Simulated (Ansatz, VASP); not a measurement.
# Two plane-wave programs on GaCuSe2

Contents of INCAR:

```
ALGO     = Normal         # electronic algorithm
EDIFF    = 1E-7           # SCF threshold, eV
ENCUT    = 520            # plane-wave cutoff, eV
GGA      = PS             # functional
ISIF     = 2              # what is computed and relaxed
ISMEAR   = -1             # smearing method
LASPH    = True           # aspherical terms in the spheres
LCHARG   = False          # write CHGCAR
LREAL    = False          # projectors in reciprocal space
LWAVE    = False          # write WAVECAR
NBANDS   = 46             # bands
NELM     = 80             # most SCF steps
PREC     = Accurate       # precision mode
SIGMA    = 0.05           # smearing width, eV
```

KPOINTS

```
k-points
0
Gamma
  7 7 7
```

Contents of POSCAR:

```
GaCuSe2
1.0
   -2.8095500000      2.8095500000      5.5130000000
    2.8095500000     -2.8095500000      5.5130000000
    2.8095500000      2.8095500000     -5.5130000000
Se Ga Cu
4 2 2
Direct
    0.1256200000      0.6250000000      0.0006200000
    0.8750000000      0.8743800000      0.4993800000
    0.6243800000      0.1250000000      0.9993800000
    0.3750000000      0.3756200000      0.5006200000
    0.2500000000      0.7500000000      0.5000000000
    0.5000000000      0.5000000000      0.0000000000
    0.7500000000      0.2500000000      0.5000000000
    0.0000000000      0.0000000000      0.0000000000
```

Contents of input.yaml:

```yaml
crystal:
  lattice:
    - [-2.80955, 2.80955, 5.513]
    - [2.80955, -2.80955, 5.513]
    - [2.80955, 2.80955, -5.513]
  atoms:
    - { symbol: Se, position: [0.12562, 0.625, 0.00062] }
    - { symbol: Se, position: [0.875, 0.87438, 0.49938] }
    - { symbol: Se, position: [0.62438, 0.125, 0.99938] }
    - { symbol: Se, position: [0.375, 0.37562, 0.50062] }
    - { symbol: Ga, position: [0.25, 0.75, 0.5] }
    - { symbol: Ga, position: [0.5, 0.5, 0.0] }
    - { symbol: Cu, position: [0.75, 0.25, 0.5] }
    - { symbol: Cu, position: [0.0, 0.0, 0.0] }
hamiltonian:
  xc: pbesol
  pseudopotentials: { kind: paw }
kpoints:
  mp_grid: { grid: [7, 7, 7] }
scf:
  occupations: { method: fermi_dirac, width: 0.05 }
output:
  forces: true
  stress: true
  eigenvalues: true
  write_density: true
  write_potential: true
  elf: true
  volumetric_format: npy
```

Alike in both runs: task single point; functional PBEsol; k mesh 7 × 7 × 7; occupations fermi-dirac, width 0.05 eV; no spin polarisation.

|  | VASP | Ansatz |
| --- | --- | --- |
| version | VASP 6.6.1 | Ansatz 0.2.0 |
| potentials or method | VASP PAW PBE potentials, release 64 (Se, Ga_d, Cu) | Ansatz PAW |
| plane-wave cutoff (eV) | 520 | 420 |
| valence electrons in the cell | 72 | 128 |

|  | VASP | Ansatz | Ansatz less VASP |
| --- | --- | --- | --- |
| gap on the k mesh at the Fermi level (eV) | 0.18 | 0.16 | -0.022 |
| least direct gap on the mesh (eV) | 0.18 | 0.16 | -0.022 |
| pressure (GPa) | -0.5 | -0.7 | -0.20 |
| traceless stress, the component that is largest in VASP (GPa) | 0.15 | 0.16 | +0.011 |
| rms of the force components (eV/Å) | 0.168 | 0.177 | +0.0084 |

VASP's potentials were made for PBE, not for PBEsol. Atom by atom the forces differ by 0.008 eV/Å (rms over components). VASP's potentials hold 72 valence electrons a cell and Ansatz's 128, so a difference there can come from the potentials and not from the codes.

Noted on Ansatz's run: odd divisions of the mesh miss points on the zone boundary, where band edges often lie, so the gap on the mesh can be too wide.
